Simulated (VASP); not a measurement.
# MgCd2Se3 (P3m1) in VASP: further runs

MgCd2Se3 is run at these levels: PBE; tasks: single point.

Program: VASP 6.6.1. These are calculated values, not measurements. Logs are shortened: lines on timing, memory, paths and dates and some standing lists are left out, and cuts for length are marked.

## Step 1: The cell of the first run

Symmetry: P3m1, No. 156, trigonal system. The conventional cell has a = 4.133 Å, b = 4.133 Å, c = 10.124 Å, α = 90.00°, β = 90.00°, γ = 120.00°. Mg (site symmetry 3m) has 4 Se at 2.53 Å within 3.3 Å. Cd (site symmetry 3m) has 4 Se at 2.53 Å within 3.3 Å. Within 3.3 Å of Cd (site symmetry 3m) lie 4 Se at 2.53 Å. Within 3.3 Å of Se (site symmetry 3m) lie 3 Mg at 2.53 Å and 1 Cd at 2.53 Å. Within 3.3 Å of Se (site symmetry 3m) lie 3 Cd at 2.53 Å and 1 Mg at 2.53 Å. Se (site symmetry 3m) has 4 Cd at 2.53 Å within 3.3 Å.

## Step 2: Single point, PBE

File INCAR:

```
SYSTEM = MgCd2Se3
ALGO = Normal
EDIFF = 1E-7
ENCUT = 520
GGA = PE
ISIF = 2
ISMEAR = 0
LASPH = .True.
LCHARG = .False.
LREAL = .False.
LWAVE = .False.
NBANDS = 31
NELM = 100
PREC = Accurate
SIGMA = 0.1
```

File KPOINTS:

```
k-points
0
Gamma
  6 6 2
  0 0 0
```

File POSCAR:

```
MgCd2Se3
1.0
    4.1330215600      0.0000000000      0.0000000000
   -2.0665107800      3.5793016600      0.0000000000
    0.0000000000      0.0000000000     10.1237939100
Mg Cd Se
1 2 3
Direct
    0.3333333300      0.6666666700      0.6666666700
    0.0000000000      0.0000000000      0.0000000000
    0.6666666700      0.3333333300      0.3333333300
    0.0000000000      0.0000000000      0.7500000000
    0.3333333300      0.6666666700      0.4166666700
    0.6666666700      0.3333333300      0.0833333300
```

Potentials or basis: VASP PAW PBE potentials, release 64 (Mg, Cd, Se).

Started as:

```sh
> cat potpaw_PBE.64/Mg/POTCAR potpaw_PBE.64/Cd/POTCAR potpaw_PBE.64/Se/POTCAR > POTCAR
> mpirun -np 1 vasp_std > vasp.out
```

OUTCAR:

```text
SYSTEM = MgCd2Se3
   EDIFF = 1E-7
   ENCUT = 520
   GGA = PE
   ISIF = 2
   ISMEAR = 0
   LASPH = .True.
   LREAL = .False.
   NELM = 100
   PREC = Accurate

 ion  position               nearest neighbor table
   1  0.333  0.667  0.667-   4 2.53   4 2.53   5 2.53   4 2.53
   2  0.000  0.000  0.000-   6 2.53   6 2.53   4 2.53   6 2.53
   3  0.667  0.333  0.333-   5 2.53   6 2.53   5 2.53   5 2.53
   4  0.000  0.000  0.750-   1 2.53   1 2.53   2 2.53   1 2.53
   5  0.333  0.667  0.417-   3 2.53   1 2.53   3 2.53   3 2.53
   6  0.667  0.333  0.083-   2 2.53   2 2.53   3 2.53   2 2.53

  LATTYP: Found a hexagonal cell.
 ALAT       =     4.1330215600
 C/A-ratio  =     2.4494897409

  Lattice vectors:

 A1 = (   4.1330215600,   0.0000000000,   0.0000000000)
 A2 = (  -2.0665107800,   3.5793016600,   0.0000000000)
 A3 = (   0.0000000000,   0.0000000000,  10.1237939100)

Analysis of symmetry for initial positions (statically):
=====================================================================
 Subroutine PRICEL returns:
 Original cell was already a primitive cell.

 Routine SETGRP: Setting up the symmetry group for a
 hexagonal supercell.

 Subroutine GETGRP returns: Found  6 space group operations
 (whereof  6 operations were pure point group operations)
 out of a pool of 24 trial point group operations.

The static configuration has the point symmetry C_3v.

Analysis of symmetry for dynamics (positions and initial velocities):
=====================================================================
 Subroutine PRICEL returns:
 Original cell was already a primitive cell.

 Routine SETGRP: Setting up the symmetry group for a
 hexagonal supercell.

 Subroutine GETGRP returns: Found  6 space group operations
 (whereof  6 operations were pure point group operations)
 out of a pool of 24 trial point group operations.

The dynamic configuration has the point symmetry C_3v.

 Subroutine INISYM returns: Found  6 space group operations
 (whereof  6 operations are pure point group operations),
 and found     1 'primitive' translations

----------------------------------------------------------------------------------------

                                     Primitive cell

  volume of cell :     149.7646

  direct lattice vectors                    reciprocal lattice vectors
     4.133021560  0.000000000  0.000000000     0.241953734  0.139692054  0.000000000
    -2.066510780  3.579301660  0.000000000     0.000000000  0.279384108  0.000000000
     0.000000000  0.000000000 10.123793910     0.000000000  0.000000000  0.098777198

  length of vectors
     4.133021560  4.133021555 10.123793910     0.279384107  0.279384108  0.098777198

  position of ions in fractional coordinates (direct lattice)
     0.333333330  0.666666670  0.666666670
     0.000000000  0.000000000  0.000000000
     0.666666670  0.333333330  0.333333330
     0.000000000  0.000000000  0.750000000
     0.333333330  0.666666670  0.416666670
     0.666666670  0.333333330  0.083333330

  ion indices of the primitive-cell ions
   primitive index   ion index
                 1           1
                 2           2
                 3           3
                 4           4
                 5           5
                 6           6

----------------------------------------------------------------------------------------

 KPOINTS: k-points

Automatic generation of k-mesh.
 Grid dimensions read from file:
 generate k-points for:    6    6    2

 Generating k-lattice:

  Cartesian coordinates                     Fractional coordinates (reciprocal lattice)
     0.040325622  0.023282009  0.000000000     0.166666667  0.000000000  0.000000000
     0.000000000  0.046564018  0.000000000     0.000000000  0.166666667  0.000000000
     0.000000000  0.000000000  0.049388599     0.000000000  0.000000000  0.500000000

  Length of vectors
     0.046564018  0.046564018  0.049388599

  Shift w.r.t. Gamma in fractional coordinates (k-lattice)
     0.000000000  0.000000000  0.000000000

 Subroutine IBZKPT returns following result:
 ===========================================

 Found     14 irreducible k-points:

 Following reciprocal coordinates:
            Coordinates               Weight
  0.000000  0.000000  0.000000      1.000000
  0.166667  0.000000  0.000000      6.000000
  0.333333  0.000000  0.000000      6.000000
  0.500000  0.000000  0.000000      3.000000
  0.166667  0.166667  0.000000      6.000000
  0.333333  0.166667  0.000000     12.000000
  0.333333  0.333333  0.000000      2.000000
  0.000000  0.000000  0.500000      1.000000
  0.166667  0.000000  0.500000      6.000000
  0.333333  0.000000  0.500000      6.000000
  0.500000  0.000000  0.500000      3.000000
  0.166667  0.166667  0.500000      6.000000
  0.333333  0.166667  0.500000     12.000000
  0.333333  0.333333  0.500000      2.000000
   k-points           NKPTS =     14   k-points in BZ     NKDIM =     14   number of bands    NBANDS=     31
   number of dos      NEDOS =    301   number of ions     NIONS =      6
   total plane-waves  NPLWV =  81920
   dimension x,y,z NGX =    32 NGY =   32 NGZ =   80
   dimension x,y,z NGXF=    64 NGYF=   64 NGZF=  160
   ions per type =               1   2   3
   NGX,Y,Z   is equivalent  to a cutoff of  12.87, 12.87, 13.14 a.u.
   NGXF,Y,Z  is equivalent  to a cutoff of  25.74, 25.74, 26.27 a.u.
 SYSTEM =  MgCd2Se3
   PREC   = accura    normal or accurate (medium, high low for compatibility)
   ISTART =      0    job   : 0-new  1-cont  2-samecut
   ICHARG =      2    charge: 1-file 2-atom 10-const
   ISPIN  =      1    spin polarized calculation?
   LNONCOLLINEAR =      F non collinear calculations
   LSORBIT =      F    spin-orbit coupling
   LASPH  =      T    aspherical Exc in radial PAW
   ENCUT  =  520.0 eV  38.22 Ry    6.18 a.u.   7.68  7.68 18.82*2*pi/ulx,y,z
   NELM   =    100;   NELMIN=  2; NELMDL= -5     # of ELM steps
   EDIFF  = 0.1E-06   stopping-criterion for ELM
   LREAL  =      F    real-space projection
   EDIFFG = 0.1E-05   stopping-criterion for IOM
   NSW    =      0    number of steps for IOM
   IBRION =     -1    ionic relax: 0-MD 1-quasi-New 2-CG
   NFREE  =      0    steps in history (QN), initial steepest desc. (CG)
   ISIF   =      2    stress and relaxation
   ISYM   =      2    0-nonsym 1-usesym 2-fastsym
   POTIM  = 0.5000    time-step for ionic-motion
   TEBEG  =    0.0;   TEEND  =   0.0 temperature during run
   PSTRESS=    0.0 pullay stress
   NELECT =      44.0000    total number of electrons
   NUPDOWN=      -1.0000    fix difference up-down
   EMIN   =  10.00;   EMAX   =-10.00  energy-range for DOS
   EFERMI =   0.00;   METHOD = LEGACY
   ISMEAR =     0;   SIGMA  =   0.10  broadening in eV -4-tet -1-fermi 0-gaus
   EFERMI_NEDOS =   21; number of points for ismear=-14 and -15
   IALGO  =     38    algorithm
   IMIX   =      4    mixing-type and parameters
     AMIX     =   0.40;   BMIX     =  1.00
     AMIX_MAG =   1.60;   BMIX_MAG =  1.00
  volume/ion in A,a.u.               =      24.96       168.44
  Fermi-wavevector in a.u.,A,eV,Ry     =   1.088318  2.056624 16.115243  1.184437
  Thomas-Fermi vector in A             =   2.224497
   LORBIT       =      0    0 simple, 1 ext, 2 COOP (PROOUT), +10 PAW based schemes
   GGA     = PE    functional components
   LHFCALC =     F    Hartree Fock is set to
   AEXX    =    0.0000 exact exchange contribution
   IVDW    =     0    specifies the selected vdW correction
   LEPSILON=     F    determine dielectric tensor
   LRPA    =     F    only Hartree local field effects (RPA)
 non-spin polarized calculation
 Gauss-broadening in eV      SIGMA  =   0.10
  energy-cutoff  :      520.00
  volume of cell :      149.76
 maximum number of plane-waves:      4075
 NGX is ok and might be reduce to    32
   NGX = 15   NGY = 15   NGZ = 37

 number of electron      44.0000002 magnetization

 Free energy of the ion-electron system (eV)
  ---------------------------------------------------
  ext. energy  EPLUGINS =         0.00000000
  ---------------------------------------------------
  free energy    TOTEN  =       -17.82378277 eV

  energy without entropy =      -17.82378277  energy(sigma->0) =      -17.82378277

 E-fermi :   2.2474     XC(G=0):  -9.0876

 val. band max:        1.7867507194   @ k =   0.0000   0.0000   0.0000
 cond. band min:       3.0955427508   @ k =   0.0000   0.0000   0.0000
 fundamental gap:      1.3087920313
 Fermi energy:         2.2473740713

 k-point     1 :       0.0000    0.0000    0.0000
  band No.  band energies     occupation
      1     -11.2524      2.00000
      2     -10.9161      2.00000
      3     -10.5959      2.00000
      4      -6.4201      2.00000
      5      -6.4201      2.00000
      6      -6.3517      2.00000
[... 23 lines left out ...]
     30       8.3681      0.00000
     31       8.5133      0.00000

 k-point     2 :       0.1667    0.0000    0.0000
  band No.  band energies     occupation
      1     -11.1489      2.00000
      2     -10.8461      2.00000
      3     -10.5143      2.00000
      4      -6.3763      2.00000
      5      -6.3575      2.00000
      6      -6.3265      2.00000
[... 23 lines left out ...]
     30       8.4197      0.00000
     31       8.5074      0.00000

 k-point     3 :       0.3333    0.0000    0.0000
  band No.  band energies     occupation
      1     -10.9332      2.00000
      2     -10.7064      2.00000
      3     -10.3419      2.00000
      4      -6.3003      2.00000
      5      -6.2955      2.00000
      6      -6.1938      2.00000
[... 23 lines left out ...]
     30       8.9267      0.00000
     31       9.2170      0.00000

 k-point     4 :       0.5000    0.0000    0.0000
  band No.  band energies     occupation
      1     -10.8211      2.00000
      2     -10.6372      2.00000
      3     -10.2496      2.00000
      4      -6.2802      2.00000
      5      -6.2715      2.00000
      6      -6.1796      2.00000
[... 23 lines left out ...]
     30       9.2644      0.00000
     31       9.4009      0.00000

 k-point     5 :       0.1667    0.1667    0.0000
  band No.  band energies     occupation
      1     -10.9889      2.00000
      2     -10.7410      2.00000
      3     -10.3868      2.00000
      4      -6.3250      2.00000
      5      -6.2792      2.00000
      6      -6.2508      2.00000
[... 23 lines left out ...]
     30       8.2631      0.00000
     31       8.4134      0.00000
[... 202 lines left out ...]
     30       9.5414      0.00000
     31       9.9829      0.00000

 k-point    12 :       0.1667    0.1667    0.5000
  band No.  band energies     occupation
      1     -10.9704      2.00000
      2     -10.7713      2.00000
      3     -10.3755      2.00000
      4      -6.3289      2.00000
      5      -6.2816      2.00000
      6      -6.2503      2.00000
[... 23 lines left out ...]
     30       8.7330      0.00000
     31       8.9258      0.00000

 k-point    13 :       0.3333    0.1667    0.5000
  band No.  band energies     occupation
      1     -10.8228      2.00000
      2     -10.6381      2.00000
      3     -10.2512      2.00000
      4      -6.2770      2.00000
      5      -6.2465      2.00000
      6      -6.2085      2.00000
[... 23 lines left out ...]
     30       8.9474      0.00000
     31       9.1311      0.00000

 k-point    14 :       0.3333    0.3333    0.5000
  band No.  band energies     occupation
      1     -10.7726      2.00000
      2     -10.5997      2.00000
      3     -10.2055      2.00000
      4      -6.2594      2.00000
      5      -6.2231      2.00000
      6      -6.2127      2.00000
[... 23 lines left out ...]
     30       8.7709      0.00000
     31       9.2747      0.00000

------------------------ aborting loop because EDIFF is reached ----------------------------------------

  FORCE on cell =-STRESS in cart. coord.  units (eV):
  Direction    XX          YY          ZZ          XY          YZ          ZX
  --------------------------------------------------------------------------------------
  -------------------------------------------------------------------------------------
  Total        8.9310368      8.9310368      8.8226735     -0.0000000      0.0000000      0.0000000
  in kB       95.5439505     95.5439502     94.3846826     -0.0000000      0.0000000      0.0000000
  external PRESSURE =      95.1575278 kB  Pullay stress =       0.0000000 kB

 VOLUME and BASIS-vectors are now :
 -----------------------------------------------------------------------------
  energy-cutoff  :      520.00
  volume of cell :      149.76
      direct lattice vectors                 reciprocal lattice vectors
     4.133021560  0.000000000  0.000000000     0.241953734  0.139692054  0.000000000
    -2.066510780  3.579301660  0.000000000     0.000000000  0.279384108  0.000000000
     0.000000000  0.000000000 10.123793910     0.000000000  0.000000000  0.098777198

 POSITION                                       TOTAL-FORCE (eV/Angst)
 -----------------------------------------------------------------------------------
     -0.00000      2.38620      6.74920        -0.000000     -0.000000      0.030273
      0.00000      0.00000      0.00000        -0.000000     -0.000000     -0.016917
      2.06651      1.19310      3.37460        -0.000000      0.000000      0.007003
      0.00000      0.00000      7.59285        -0.000000     -0.000000     -0.794869
     -0.00000      2.38620      4.21825         0.000000     -0.000000      0.748408
      2.06651      1.19310      0.84365         0.000000     -0.000000      0.026102
 -----------------------------------------------------------------------------------
    total drift:                               -0.000008      0.000005      0.000237

  FREE ENERGIE OF THE ION-ELECTRON SYSTEM (eV)
  ---------------------------------------------------
  free  energy   TOTEN  =       -17.8237827685 eV

  energy  without entropy=      -17.8237827685  energy(sigma->0) =      -17.82378277
```

Wall time 38 s (1 thread of Intel Xeon 6975P-C (Granite Rapids), shared host); peak memory 0.3 GiB.

Results:

```yaml
Free_energy: -17.8238 eV
Pressure: 9.5 GPa
Largest_force: 0.795 eV/Å
Band_gap_on_the_k_mesh: 1.31 eV
```

Forces in eV/Å, atoms in the order of the input:
```
Mg   0.000  0.000  0.030
Cd   0.000  0.000 -0.017
Cd   0.000  0.000  0.007
Se   0.000  0.000 -0.795
Se   0.000  0.000  0.748
Se   0.000  0.000  0.026
```

Levels at points of the mesh, in eV from the valence-band top:
| k point | band 19 | band 20 | band 21 | band 22 | band 23 | band 24 | band 25 | band 26 |
| --- | --- | --- | --- | --- | --- | --- | --- | --- |
| (0.00, 0.00, 0.00) | -0.53 | -0.13 | 0.00 | 0.00 | 1.31 | 2.77 | 3.45 | 6.17 |
| (0.50, 0.00, 0.00) | -1.89 | -1.60 | -1.35 | -1.10 | 2.90 | 3.78 | 3.85 | 4.29 |
| (0.00, 0.00, 0.50) | -0.44 | -0.44 | -0.07 | -0.07 | 2.33 | 2.53 | 3.38 | 5.97 |
| (0.50, 0.00, 0.50) | -1.91 | -1.72 | -0.89 | -0.87 | 2.92 | 3.48 | 3.65 | 4.85 |

Caveat: the cell stands under pressure.

## Step 3: Single point, PBE

This run uses another cell than the first one, of 28.83 Å³/atom.

File INCAR:

```
SYSTEM = MgCd2Se3
ALGO = Normal ; EDIFF = 1E-7
ENCUT = 520 ; GGA = PE
ISIF = 2 ; ISMEAR = 0
LASPH = .TRUE. ; LCHARG = .TRUE.
LELF = .TRUE. ; LREAL = .FALSE.
LVHAR = .TRUE. ; LWAVE = .FALSE.
NBANDS = 31 ; NELM = 100
PREC = Accurate ; SIGMA = 0.1
```

File KPOINTS:

```
k-points
0
G
  6 6 2
  0 0 0
```

File POSCAR:

```
MgCd2Se3
1.0
    4.3422178411      0.0000000000      0.0000000000
   -2.1711089205      3.7604709591      0.0000000000
    0.0000000000      0.0000000000     10.5942141168
Mg Cd Se
1 2 3
Direct
    0.3333333333      0.6666666667      0.6685282204
    0.0000000000      0.0000000000     -0.0037670120
    0.6666666667      0.3333333333      0.3361162833
    0.0000000000      0.0000000000      0.7426345840
    0.3333333333      0.6666666667      0.4231789655
    0.6666666667      0.3333333333      0.0833089588
```

Potentials or basis: VASP PAW PBE potentials, release 64 (Mg, Cd, Se).

Started as:

```sh
> cat potpaw_PBE.64/Mg/POTCAR potpaw_PBE.64/Cd/POTCAR potpaw_PBE.64/Se/POTCAR > POTCAR
> mpirun -np 1 vasp_std > vasp.out
```

Run time: 37 s. Hardware: 1 thread of Intel Xeon 6975P-C (Granite Rapids), shared host; peak memory 0.3 GiB.

It converged, with:

* Free energy: -18.4890 eV
* Pressure: 0.1 GPa
* Largest force: 0.053 eV/Å
* Band gap on the k mesh: 0.96 eV

Forces in eV/Å, atoms in the order of the input:
```
Mg   0.000  0.000  0.020
Cd   0.000  0.000 -0.027
Cd   0.000  0.000 -0.012
Se   0.000  0.000 -0.048
Se   0.000  0.000  0.053
Se   0.000  0.000  0.014
```

Levels at points of the mesh, in eV from the valence-band top:
| k point | band 20 | band 21 | band 22 | band 23 | band 24 | band 25 |
| --- | --- | --- | --- | --- | --- | --- |
| (0.00, 0.00, 0.00) | -0.11 | 0.00 | 0.00 | 0.96 | 2.54 | 3.16 |
| (0.50, 0.00, 0.00) | -1.32 | -1.03 | -0.84 | 3.16 | 3.44 | 3.61 |
| (0.00, 0.00, 0.50) | -0.32 | -0.06 | -0.06 | 1.97 | 2.23 | 3.08 |
| (0.50, 0.00, 0.50) | -1.33 | -0.68 | -0.66 | 2.66 | 3.64 | 3.77 |
